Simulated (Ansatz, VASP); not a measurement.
# Two plane-wave programs on Au

INCAR

```
ALGO     = Normal         # electronic algorithm
EDIFF    = 1E-6           # SCF threshold, eV
ENCUT    = 500            # plane-wave cutoff, eV
GGA      = PE             # functional
GGA_COMPAT= False        
ISIF     = 2              # what is computed and relaxed
ISMEAR   = 0              # smearing method
LASPH    = True           # aspherical terms in the spheres
LCHARG   = False          # write CHGCAR
LREAL    = False          # projectors in reciprocal space
LWAVE    = False          # write WAVECAR
NBANDS   = 12             # bands
NELM     = 120            # most SCF steps
PREC     = Accurate       # precision mode
SIGMA    = 0.016          # smearing width, eV
```

File KPOINTS:

```
k-points
0
Gamma
  10 10 10
```

The input POSCAR:

```
Au
1.0
    2.7484100000      0.0000000000      0.0000000000
    0.0000000000      2.7484100000      0.0000000000
    0.0000000000      0.0000000000      2.7484100000
Au
1
Direct
    0.5000000000      0.5000000000      0.5000000000
```

File input.yaml:

```yaml
crystal:
  lattice:
    - [2.74841, 0.0, 0.0]
    - [0.0, 2.74841, 0.0]
    - [0.0, 0.0, 2.74841]
  atoms:
    - { symbol: Au, position: [0.5, 0.5, 0.5] }
hamiltonian:
  xc: pbe
  pseudopotentials: { kind: paw }
kpoints:
  mp_grid: { grid: [10, 10, 10] }
scf:
  occupations: { method: gaussian, width: 0.016 }
output:
  forces: true
  stress: true
  eigenvalues: true
  write_density: true
  write_potential: true
  elf: true
  volumetric_format: npy
```

Alike in both runs: task single point; functional PBE; k mesh 10 × 10 × 10; occupations gaussian, width 0.016 eV; no spin polarisation.

|  | VASP | Ansatz |
| --- | --- | --- |
| version | VASP 6.6.1 | Ansatz 0.2.0 |
| potentials or method | VASP PAW PBE potentials, release 64 (Au) | Ansatz PAW |
| plane-wave cutoff (eV) | 500 | 420 |
| valence electrons in the cell | 11 | 19 |

|  | VASP | Ansatz | Ansatz less VASP |
| --- | --- | --- | --- |
| gap on the k mesh at the Fermi level (eV) | none | none | - |
| pressure (GPa) | 0.1 | 0.2 | +0.18 |

A gap of «none» marks a metal or a gap that the smearing closes. VASP's potentials hold 11 valence electrons a cell and Ansatz's 19, so a difference there can come from the potentials and not from the codes.

Neither program's run includes spin-orbit coupling.
